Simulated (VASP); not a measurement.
# MgO (d3) (Fm-3m) in VASP: notebook, part 2 of 2

VASP 6.6.1. The steps go on from the part before.

## 3. Relaxation of cell and atoms, PBE+D3(BJ), target pressure 0.61 GPa, at which the enthalpy is minimised

This run uses another cell than the first one, of 9.37 Å³/atom, 1.010 times its volume.

Input file INCAR:

```
PREC = Accurate
ENCUT = 600
EDIFF = 1E-7
ISMEAR = 0
SIGMA = 0.02
LREAL = False
LASPH = True
NELM = 120
ALGO = Normal
ISIF = 3
LWAVE = False
LCHARG = False
GGA = PE
IVDW = 12
IBRION = 2
NSW = 100
EDIFFG = -0.002
PSTRESS = 6.1
GGA_COMPAT = False
NELMIN = 4
```

Input file KPOINTS:

```
regular mesh
0
Gamma
  10 10 10
```

Input file POSCAR:

```
MgO
1.0
    0.0000000000      2.1085000000      2.1085000000
    2.1085000000      0.0000000000      2.1085000000
    2.1085000000      2.1085000000      0.0000000000
Mg O
1 1
Direct
    0.0000000000      0.0000000000      0.0000000000
    0.5000000000      0.5000000000      0.5000000000
```

Potentials or basis: VASP PAW PBE potentials, release 64 (Mg, O).

On the command line:

```
$ cat potpaw_PBE.64/Mg/POTCAR potpaw_PBE.64/O/POTCAR > POTCAR
$ mpirun -np 1 vasp_std > vasp.out
```

OUTCAR:

```text
PREC = Accurate
   ENCUT = 600
   EDIFF = 1E-7
   ISMEAR = 0
   LREAL = False
   LASPH = True
   NELM = 120
   ISIF = 3
   GGA = PE
   IVDW = 12
   IBRION = 2
   NSW = 100
   EDIFFG = -0.002
   PSTRESS = 6.1
   NELMIN = 4
 IVDW          = 12

 ion  position               nearest neighbor table
   1  0.000  0.000  0.000-   2 2.11   2 2.11   2 2.11   2 2.11   2 2.11   2 2.11
   2  0.500  0.500  0.500-   1 2.11   1 2.11   1 2.11   1 2.11   1 2.11   1 2.11

  LATTYP: Found a face centered cubic cell.
 ALAT       =     4.2170000000

  Lattice vectors:

 A1 = (   0.0000000000,   2.1085000000,   2.1085000000)
 A2 = (   2.1085000000,   0.0000000000,   2.1085000000)
 A3 = (   2.1085000000,   2.1085000000,   0.0000000000)

Analysis of symmetry for initial positions (statically):
=====================================================================
 Subroutine PRICEL returns:
 Original cell was already a primitive cell.

 Routine SETGRP: Setting up the symmetry group for a
 face centered cubic supercell.

 Subroutine GETGRP returns: Found 48 space group operations
 (whereof 48 operations were pure point group operations)
 out of a pool of 48 trial point group operations.

The static configuration has the point symmetry O_h .

Analysis of symmetry for dynamics (positions and initial velocities):
=====================================================================
 Subroutine PRICEL returns:
 Original cell was already a primitive cell.

 Routine SETGRP: Setting up the symmetry group for a
 face centered cubic supercell.

 Subroutine GETGRP returns: Found 48 space group operations
 (whereof 48 operations were pure point group operations)
 out of a pool of 48 trial point group operations.

The dynamic configuration has the point symmetry O_h .

 Subroutine INISYM returns: Found 48 space group operations
 (whereof 48 operations are pure point group operations),
 and found     1 'primitive' translations

----------------------------------------------------------------------------------------

                                     Primitive cell

  volume of cell :      18.7478

  direct lattice vectors                    reciprocal lattice vectors
     0.000000000  2.108500000  2.108500000    -0.237135404  0.237135404  0.237135404
     2.108500000  0.000000000  2.108500000     0.237135404 -0.237135404  0.237135404
     2.108500000  2.108500000  0.000000000     0.237135404  0.237135404 -0.237135404

  length of vectors
     2.981869296  2.981869296  2.981869296     0.410730569  0.410730569  0.410730569

  position of ions in fractional coordinates (direct lattice)
     0.000000000  0.000000000  0.000000000
     0.500000000  0.500000000  0.500000000

  ion indices of the primitive-cell ions
   primitive index   ion index
                 1           1
                 2           2

----------------------------------------------------------------------------------------

 KPOINTS: regular mesh

Automatic generation of k-mesh.
 Grid dimensions read from file:
 generate k-points for:   10   10   10

 Generating k-lattice:

  Cartesian coordinates                     Fractional coordinates (reciprocal lattice)
    -0.023713540  0.023713540  0.023713540     0.100000000  0.000000000  0.000000000
     0.023713540 -0.023713540  0.023713540     0.000000000  0.100000000  0.000000000
     0.023713540  0.023713540 -0.023713540     0.000000000  0.000000000  0.100000000

  Length of vectors
     0.041073057  0.041073057  0.041073057

  Shift w.r.t. Gamma in fractional coordinates (k-lattice)
     0.000000000  0.000000000  0.000000000

 Subroutine IBZKPT returns following result:
 ===========================================

 Found     47 irreducible k-points:

 Following reciprocal coordinates:
            Coordinates               Weight
  0.000000  0.000000  0.000000      1.000000
  0.100000  0.000000  0.000000      8.000000
  0.200000  0.000000  0.000000      8.000000
  0.300000  0.000000  0.000000      8.000000
  0.400000  0.000000  0.000000      8.000000
  0.500000  0.000000  0.000000      4.000000
[... 16 lines left out ...]
  0.300000  0.300000  0.000000      6.000000
  0.400000  0.300000  0.000000     24.000000
 [... further k-points ...]
   k-points           NKPTS =     47   k-points in BZ     NKDIM =     47   number of bands    NBANDS=      8
   number of dos      NEDOS =    301   number of ions     NIONS =      2
   total plane-waves  NPLWV =  13824
   dimension x,y,z NGX =    24 NGY =   24 NGZ =   24
   dimension x,y,z NGXF=    48 NGYF=   48 NGZF=   48
   ions per type =               1   1
   NGX,Y,Z   is equivalent  to a cutoff of  13.38, 13.38, 13.38 a.u.
   NGXF,Y,Z  is equivalent  to a cutoff of  26.76, 26.76, 26.76 a.u.
 SYSTEM =  unknown system
   PREC   = accura    normal or accurate (medium, high low for compatibility)
   ISTART =      0    job   : 0-new  1-cont  2-samecut
   ICHARG =      2    charge: 1-file 2-atom 10-const
   ISPIN  =      1    spin polarized calculation?
   LNONCOLLINEAR =      F non collinear calculations
   LSORBIT =      F    spin-orbit coupling
   LASPH  =      T    aspherical Exc in radial PAW
   ENCUT  =  600.0 eV  44.10 Ry    6.64 a.u.   5.96  5.96  5.96*2*pi/ulx,y,z
   NELM   =    120;   NELMIN=  4; NELMDL= -5     # of ELM steps
   EDIFF  = 0.1E-06   stopping-criterion for ELM
   LREAL  =      F    real-space projection
   EDIFFG = -.2E-02   stopping-criterion for IOM
   NSW    =    100    number of steps for IOM
   IBRION =      2    ionic relax: 0-MD 1-quasi-New 2-CG
   NFREE  =      1    steps in history (QN), initial steepest desc. (CG)
   ISIF   =      3    stress and relaxation
   ISYM   =      2    0-nonsym 1-usesym 2-fastsym
   POTIM  = 0.5000    time-step for ionic-motion
   TEBEG  =    0.0;   TEEND  =   0.0 temperature during run
   PSTRESS=    6.1 pullay stress
   NELECT =       8.0000    total number of electrons
   NUPDOWN=      -1.0000    fix difference up-down
   EMIN   =  10.00;   EMAX   =-10.00  energy-range for DOS
   EFERMI =   0.00;   METHOD = LEGACY
   ISMEAR =     0;   SIGMA  =   0.02  broadening in eV -4-tet -1-fermi 0-gaus
   EFERMI_NEDOS =   21; number of points for ismear=-14 and -15
   IALGO  =     38    algorithm
   IMIX   =      4    mixing-type and parameters
     AMIX     =   0.40;   BMIX     =  1.00
     AMIX_MAG =   1.60;   BMIX_MAG =  1.00
  volume/ion in A,a.u.               =       9.37        63.26
  Fermi-wavevector in a.u.,A,eV,Ry     =   1.232503  2.329092 20.668107  1.519063
  Thomas-Fermi vector in A             =   2.367270
   LORBIT       =      0    0 simple, 1 ext, 2 COOP (PROOUT), +10 PAW based schemes
   GGA     = PE    functional components
   LHFCALC =     F    Hartree Fock is set to
   AEXX    =    0.0000 exact exchange contribution
   IVDW    =    12    specifies the selected vdW correction
   LEPSILON=     F    determine dielectric tensor
   LRPA    =     F    only Hartree local field effects (RPA)
 conjugate gradient relaxation of ions
 non-spin polarized calculation
 Gauss-broadening in eV      SIGMA  =   0.02
  energy-cutoff  :      600.00
  volume of cell :       18.75
 maximum number of plane-waves:       636
   NGX = 11   NGY = 11   NGZ = 11

--------------------------------------- Ionic step        1  -------------------------------------------

 number of electron       8.0000005 magnetization

 Free energy of the ion-electron system (eV)
  ---------------------------------------------------
  ext. energy  EPLUGINS =         0.00000000
  ---------------------------------------------------
  free energy    TOTEN  =       -11.91055177 eV

  energy without entropy =      -11.91055177  energy(sigma->0) =      -11.91055177

------------------------ aborting loop because EDIFF is reached ----------------------------------------

 Edisp (eV)   -0.58410

 E8    (eV) :    -0.2287
[... 75 lines left out ...]
--------------------------------------- Ionic step        3  -------------------------------------------

 number of electron       8.0000004 magnetization

 Free energy of the ion-electron system (eV)
  ---------------------------------------------------
  ext. energy  EPLUGINS =         0.00000000
  ---------------------------------------------------
  free energy    TOTEN  =       -11.90190348 eV

  energy without entropy =      -11.90190348  energy(sigma->0) =      -11.90190348

 E-fermi :   3.4184     XC(G=0): -11.1401

 val. band max:        3.2830870296   @ k =   0.0000   0.0000   0.0000
 cond. band min:       8.1389016275   @ k =   0.0000   0.0000   0.0000
 fundamental gap:      4.8558145979
 Fermi energy:         3.4183820071

 k-point     1 :       0.0000    0.0000    0.0000
  band No.  band energies     occupation
      1     -14.0465      2.00000
      2       3.2831      2.00000
      3       3.2831      2.00000
      4       3.2831      2.00000
      5       8.1389      0.00000
      6      19.1596      0.00000
      7      19.1596      0.00000
      8      19.1596      0.00000
[... 243 lines left out ...]
 k-point    24 :       0.4000    0.3000    0.0000
  band No.  band energies     occupation
      1     -12.7794      2.00000
      2      -0.3343      2.00000
      3       1.9615      2.00000
      4       2.1834      2.00000
      5      12.9795      0.00000
      6      13.5142      0.00000
      7      17.0267      0.00000
      8      21.6351      0.00000

 [... further k-points ...]

------------------------ aborting loop because EDIFF is reached ----------------------------------------

 Edisp (eV)   -0.59414

 E8    (eV) :    -0.2327
[... 29 lines left out ...]
  energy  without entropy=      -12.4960385664  energy(sigma->0) =      -12.49603857

  enthalpy is  TOTEN    =       -12.4258304967 eV   P V=        0.0702080697

 reached required accuracy - stopping structural energy minimisation
```

OSZICAR:

```text
N       E                     dE             d eps       ncg     rms          rms(c)
DAV:   1     0.193770657581E+02    0.19377E+02   -0.52263E+03   840   0.101E+03
DAV:   2    -0.129691562238E+02   -0.32346E+02   -0.31181E+02   936   0.158E+02
DAV:   3    -0.134675890847E+02   -0.49843E+00   -0.49843E+00   976   0.221E+01
[... 21 lines left out ...]
DAV:   2    -0.119019263163E+02    0.17843E-02   -0.12506E-02   752   0.834E-01    0.312E-02
DAV:   3    -0.119019131705E+02    0.13146E-04   -0.91024E-05   848   0.124E-01    0.192E-02
DAV:   4    -0.119019039869E+02    0.91837E-05   -0.94022E-06   792   0.343E-02    0.408E-03
DAV:   5    -0.119019035579E+02    0.42895E-06   -0.10046E-06   824   0.784E-03    0.999E-04
DAV:   6    -0.119019034780E+02    0.79962E-07   -0.10558E-08   392   0.112E-03
   3 F= -.12425830E+02 E0= -.12425830E+02  d E =-.256106E-02
```

CONTCAR:

```text
MgO
   1.00000000000000
     0.0000000000000000    2.0969074441370794    2.0969074441370794
     2.0969074441370794    0.0000000000000000    2.0969074441370794
     2.0969074441370794    2.0969074441370794    0.0000000000000000
  Mg              O
     1     1
Direct
     0.0000000000000000    0.0000000000000000    0.0000000000000000
     0.5000000000000000    0.5000000000000000    0.5000000000000000

  0.00000000E+00  0.00000000E+00  0.00000000E+00
  0.00000000E+00  0.00000000E+00  0.00000000E+00
```

It took 13 s on 1 thread of Intel Xeon 6975P-C, shared host; peak memory 0.16 GiB.

Results:

```
Free energy                                            : -12.4960 eV
Relaxed volume                                         : 9.22 Å³/atom
Relaxed cell                                           : a = 2.965 Å, b = 2.965 Å, c = 2.965 Å, α = 60.00°, β = 60.00°, γ = 60.00°
Space group after relaxing (to 0.05 Å)                 : Fm-3m (No. 225)
Energy change on relaxing (the enthalpy is what falls) : -0.7 meV/atom
Ionic steps                                            : 3
Pressure after relaxing                                : 0.6 GPa
Band gap on the k mesh                                 : 4.86 eV, direct
Dispersion energy per atom                             : -0.297 eV
```

The path:
| step | energy change (eV) | largest force (eV/Å) | pressure (GPa) | volume (Å³) |
| --- | --- | --- | --- | --- |
| 1 | 0.0000 | 0.0000 | -2.02 | 18.75 |
| 2 | -0.0007 | 0.0000 | 1.58 | 18.33 |
| 3 | -0.0014 | 0.0000 | 0.62 | 18.44 |

Final structure:
```
Mg O
1.0
     0.00000    2.09691    2.09691
     2.09691    0.00000    2.09691
     2.09691    2.09691    0.00000
Mg O
1 1
Direct
  0.00000 0.00000 0.00000
  0.50000 0.50000 0.50000
```

Caveat: the cell is relaxed towards a set pressure, so the enthalpy falls and the energy may rise. Expect the measured gap to be larger: semilocal functionals such as PBE lack the derivative discontinuity.

## 4. Comparison with measurements

Step 2. Measured gap of MgO: 7.83 eV (quoted in “Electronic structure of alkaline earth and post-transition metal oxides”, 2009, arxiv:0908.1581). This calculation gives 4.80 eV (-3.03 eV). The value is that of PBE+D3(BJ), without temperature or zero-point motion. Semilocal functionals fall short of measured gaps as a rule.
